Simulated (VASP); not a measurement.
**BN: single point with PBEsol**

Crystal: BN.

```xyz
4
Lattice="2.4833 0.0000 0.0000 -1.2416 2.1506 0.0000 0.0000 0.0000 4.0041" Properties=species:S:1:pos:R:3 pbc="T T T"
B     0.0000    0.0000    0.0000
B     0.0000    0.0000    2.0021
N     0.0000    1.4337    1.0010
N     1.2416    0.7169    3.0031
```

- Program: VASP 6.6.1
- Task: single point
- Functional: PBEsol
- Potentials or basis: VASP PAW PBE potentials, release 64 (B, N)
- Cutoff: 520 eV
- k mesh: 12 × 12 × 6
- Occupations: fermi-dirac, width 0.02 eV
- Spin: no spin polarisation
- Dipole correction: no
- Further INCAR settings: ALGO = Normal; EDIFF = 1e-07; NBANDS = 16

```yaml
Pressure: 0.2 GPa
Band_gap_on_the_k_mesh: 1.57 eV, indirect (least direct gap 5.30 eV)
```

Stress tensor (GPa, compression positive):
```
0.19 0.00 0.00
0.00 0.19 0.00
0.00 0.00 0.07
```

Levels at points of the mesh, in eV from the valence-band top:
| k point | band 6 | band 7 | band 8 | band 9 | band 10 | band 11 |
| --- | --- | --- | --- | --- | --- | --- |
| (0.00, 0.00, 0.00) | -0.68 | -0.68 | -0.27 | 5.93 | 8.36 | 8.36 |
| (0.50, 0.00, 0.00) | -5.75 | -4.43 | -0.61 | 5.35 | 5.59 | 5.95 |
| (0.00, 0.00, 0.50) | -0.95 | -0.95 | -0.95 | 7.22 | 7.22 | 7.79 |
| (0.50, 0.00, 0.50) | -3.94 | -3.34 | -3.34 | 4.73 | 4.73 | 7.53 |

Wall time 12 s on 1 thread of Intel(R) Xeon(R) 6975P-C (Granite Rapids), with other jobs on the host, peak memory 0.13 GiB.

Caveat: the PAW data sets were made with another functional, which shifts forces and pressure a little. A hybrid or GW would open this gap; PBEsol tends to underestimate it.
